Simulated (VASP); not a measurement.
**Ru: single point with PBE**

The system is Ru.

```
Ru
1.0
     2.32037    0.00000    0.00000
    -1.16018    2.00950    0.00000
     0.00000    0.00000    3.71648
Ru
2
Direct
  0.33333 0.66667 0.25000
  0.66667 0.33333 0.75000
```

```json
{
 "Program": "VASP 6.6.1",
 "Task": "single point",
 "Functional": "PBE",
 "Potentials or basis": "VASP PAW PBE potentials, release 64 (Ru_pv)",
 "Cutoff": "520 eV",
 "k mesh": "19 × 19 × 10",
 "Occupations": "fermi-dirac, width 0.08 eV",
 "Spin": "no spin polarisation"
}
```

- Pressure: 426.4 GPa
- Band gap on the k mesh: zero (band 14 reaches 26.02 eV, above the bottom of band 15 at 19.82 eV)

Stress tensor (GPa, compression positive):
```
426.31   0.00   0.00
  0.00 426.31   0.00
  0.00   0.00 426.64
```

Levels at points of the mesh, in eV from the Fermi level:
```
           k point  band 12  band 13  band 14  band 15  band 16  band 17
(0.00, 0.00, 0.00)    -3.89    -3.89    -2.69    -2.69     2.00     2.00
(0.00, 0.00, 0.50)    -5.44    -3.85    -3.85     1.00     1.00     1.00
```

Wall time 58 s on 1 thread of Intel(R) Xeon(R) 6975P-C (Granite Rapids), on a shared host, peak memory 0.18 GiB.
